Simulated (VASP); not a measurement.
A run of VASP 6.6.1 is set up as follows.

File INCAR:

```
SYSTEM = SiW12
PREC = Accurate ; ENCUT = 520
EDIFF = 1E-6 ; ISMEAR = 0
SIGMA = 0.1 ; LREAL = .FALSE.
LASPH = .TRUE. ; NELM = 100
ALGO = Normal ; ISIF = 2
LWAVE = .FALSE. ; LCHARG = .FALSE.
LDIPOL = .TRUE. ; IDIPOL = 3
DIPOL = 0.5 0.5 0.302 ; GGA = PE
IVDW = 12 ; NBANDS = 98
```

Contents of KPOINTS:

```
regular mesh
0
G
  5 5 1
  0 0 0
```

The input POSCAR:

```
SiW12
1.0
    5.6644156868      0.0000000000      0.0000000000
    0.0000000000      5.6644156868      0.0000000000
    0.0000000000      0.0000000000     21.1500668291
W Si
12 1
Direct
    0.2500000000      0.2500000000      0.1891246979
    0.2500000000      0.7500000000      0.1891246979
    0.7500000000      0.2500000000      0.1891246979
    0.7500000000      0.7500000000      0.1891246979
    0.0000000000      0.0000000000      0.2848852803
    0.0000000000      0.5000000000      0.2848852803
    0.5000000000      0.0000000000      0.2848852803
    0.5000000000      0.5000000000      0.2848852803
    0.2500000000      0.2500000000      0.3806166143
    0.2500000000      0.7500000000      0.3806166143
    0.7500000000      0.2500000000      0.3806166143
    0.7500000000      0.7500000000      0.3806166143
    0.5000000000      0.5000000000      0.5130039029
```

Potentials or basis: VASP PAW PBE potentials, release 64 (W_sv, Si).

Command:

```bash
$ cat potpaw_PBE.64/W_sv/POTCAR potpaw_PBE.64/Si/POTCAR > POTCAR
$ mpirun -np 1 vasp_std > vasp.out
```

Estimate the band gap on the k mesh.

zero (bands 86 and 87 overlap by 0.23 eV).

Estimate the largest force.

3.095 eV/Å.

Predict the dispersion energy per atom.

-0.398 eV.

Forces on the atoms (eV/Å):
```
W   -0.022 -0.022  0.092
W   -0.022  0.022  0.092
W    0.022 -0.022  0.092
W    0.022  0.022  0.092
W    0.000  0.000 -0.378
W    0.000  0.000 -0.322
W    0.000  0.000 -0.322
W    0.000  0.000 -0.041
W    0.124  0.124  0.947
W    0.124 -0.124  0.947
W   -0.124  0.124  0.947
W   -0.124 -0.124  0.947
Si   0.000  0.000 -3.095
```

Caveat: spin-orbit coupling is left out, which moves the levels of the heavy elements.
